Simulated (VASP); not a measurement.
Here is a VASP 6.6.1 calculation.

The input INCAR:

```
SYSTEM = EuS
PREC = Accurate ; ENCUT = 600
EDIFF = 1E-6 ; ISMEAR = -1
SIGMA = 0.08 ; LREAL = .FALSE.
LASPH = .TRUE. ; NELM = 200
ALGO = Normal ; ISIF = 2
LWAVE = .FALSE. ; LCHARG = .FALSE.
ISPIN = 2 ; MAGMOM = 7 0
LORBIT = 11 ; LMAXMIX = 6
GGA = PE ; NBANDS = 22
GGA_COMPAT = .FALSE.
```

File KPOINTS:

```
regular mesh
0
G
  10 10 10
  0 0 0
```

POSCAR

```
EuS
1.0
    0.0000000000      2.9242242605      2.9242242605
    2.9242242605      0.0000000000      2.9242242605
    2.9242242605      2.9242242605      0.0000000000
Eu S
1 1
Direct
    0.0000000000      0.0000000000      0.0000000000
    0.5000000000      0.5000000000      0.5000000000
```

Potentials or basis: VASP PAW PBE potentials, release 64 (Eu, S).

Run with:

```console
$ cat potpaw_PBE.64/Eu/POTCAR potpaw_PBE.64/S/POTCAR > POTCAR
$ mpirun -np 1 vasp_std > vasp.out
```

Problem. Predict the site moments.

Solution. Eu +6.56; S -0.07 μB.

Problem. Estimate the pressure.

Solution. -0.2 GPa.

Problem. Estimate the net moment.

Solution. 6.94 μB per cell.

Caveat: a cell with one magnetic atom can't hold antiferromagnetic order, which such compounds often take. The state reached can hang on the start; a lower one may exist.
